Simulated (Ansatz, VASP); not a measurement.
Two plane-wave programs on Os

POSCAR

```
Os
1.0
    2.7617450595      0.0000000000      0.0000000000
   -1.3808725298      2.3917413803      0.0000000000
    0.0000000000      0.0000000000      8.8629581030
Os
4
Direct
    1.0000000000      0.0000000000      0.0000000000
    1.0000000000      0.0000000000      0.5000000000
    0.3333333333      0.6666666667      0.2500000000
    0.6666666667      0.3333333333      0.7500000000
```

INCAR.step1

```
SYSTEM = Os
PREC = Accurate
ENCUT = 520
ISMEAR = -1
SIGMA = 0.1
LREAL = .False.
LASPH = .True.
NELM = 100
NBANDS = 24
GGA = PE
ALGO = Normal
EDIFF = 1E-4
LWAVE = .True.
LCHARG = .False.
```

INCAR.step2

```
SYSTEM = Os
PREC = Accurate
ENCUT = 520
EDIFF = 1E-7
ISMEAR = -1
SIGMA = 0.1
LREAL = .False.
LASPH = .True.
NELM = 100
ALGO = Normal
ISIF = 2
LWAVE = .False.
LCHARG = .False.
METAGGA = R2SCAN
LMIXTAU = .True.
NBANDS = 24
ISTART = 1
```

File KPOINTS:

```
Automatic mesh
0
Gamma
  15 15 4
  0 0 0
```

Input for Ansatz:

```yaml
crystal:
  lattice:
    - [2.7617450595, 0.0, 0.0]
    - [-1.3808725298, 2.3917413803, 0.0]
    - [0.0, 0.0, 8.862958103]
  atoms:
    - { symbol: Os, position: [1.0, 0.0, 0.0] }
    - { symbol: Os, position: [1.0, 0.0, 0.5] }
    - { symbol: Os, position: [0.3333333333, 0.6666666667, 0.25] }
    - { symbol: Os, position: [0.6666666667, 0.3333333333, 0.75] }
hamiltonian:
  xc: r2scan
  pseudopotentials:
    kind: paw
    azcp:
      Os: "pseudopotentials/Os.paw.azcp"
basis:
  ecutwfc: 500
  fft_grid_basis: typed
kpoints:
  mp_grid: { grid: [15, 15, 4], shift: [0, 0, 0] }
magnetization:
  spin_polarized: false
scf:
  occupations: { method: fermi_dirac, width: 0.1 }
  lower_state_search: "off"
output:
  stress: true
```

Alike in both runs: task single point; functional r2SCAN; k mesh 15 × 15 × 4; occupations fermi-dirac, width 0.1 eV; no spin polarisation.

|  | VASP | Ansatz |
| --- | --- | --- |
| version | VASP 6.6.1 | Ansatz 0.2.0 |
| potentials or method | VASP PAW PBE potentials, release 64 (Os), cutoff 520 eV | plane waves (500 eV) with PAW, scalar-relativistic |
| valence electrons in the cell | 32 | 64 |

Ansatz gave:

```
pressure (GPa)                                                : -15.2
traceless stress, the component that is largest in VASP (GPa) : 0.65
```

Question: Which values does VASP return?

Answer: Pressure (GPa): -14.6; traceless stress, the component that is largest in VASP (GPa): 0.67.

VASP's potentials were made for PBE, not for r2SCAN. VASP's potentials hold 32 valence electrons a cell and Ansatz's 64, so a difference there can come from the potentials and not from the codes.

Neither program's run includes spin-orbit coupling.
